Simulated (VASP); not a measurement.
Here is a VASP 6.6.1 calculation.

The input POSCAR:

```
SiC
1.0
    0.0000000000      2.1898716561      2.1898716561
    2.1898716561      0.0000000000      2.1898716561
    2.1898716561      2.1898716561      0.0000000000
Si C
1 1
Direct
    0.7500000000      0.7500000000      0.7500000000
    0.0000000000      0.0000000000      0.0000000000
```

File INCAR.step1:

```
SYSTEM = SiC
  PREC = Accurate
  ENCUT = 660
  ISMEAR = 0
  SIGMA = 0.02
  LREAL = .FALSE.
  LASPH = .TRUE.
  NELM = 120
  NBANDS = 11
  GGA = PE
  ALGO = Normal
  EDIFF = 1E-5
  LWAVE = .TRUE.
  LCHARG = .FALSE.
  GGA_COMPAT = .FALSE.
```

Contents of INCAR.step2:

```
SYSTEM = SiC
  PREC = Accurate
  ENCUT = 660
  EDIFF = 1E-6
  ISMEAR = 0
  SIGMA = 0.02
  LREAL = .FALSE.
  LASPH = .TRUE.
  NELM = 120
  ALGO = Normal
  ISIF = 2
  LWAVE = .FALSE.
  LCHARG = .FALSE.
  METAGGA = R2SCAN
  LMIXTAU = .TRUE.
  NBANDS = 11
  ISTART = 1
  GGA_COMPAT = .FALSE.
```

Contents of KPOINTS:

```
regular mesh
0
G
  10 10 10
  0 0 0
```

Potentials or basis: VASP PAW PBE potentials, release 64 (Si, C).

Launch:

```sh
$ cat potpaw_PBE.64/Si/POTCAR potpaw_PBE.64/C/POTCAR > POTCAR
$ cp INCAR.step1 INCAR
$ mpirun -np 1 vasp_std > vasp.out
$ cp INCAR.step2 INCAR
$ mpirun -np 1 vasp_std > vasp.out
```

**Question.** Estimate the pressure.

**Answer.** -3.9 GPa.

**Question.** Predict the band gap on the k mesh.

**Answer.** 1.74 eV, indirect (least direct gap 5.04 eV).

Caveat: the PAW data sets were made with another functional, which shifts forces and pressure a little. A k mesh can miss the band edges.
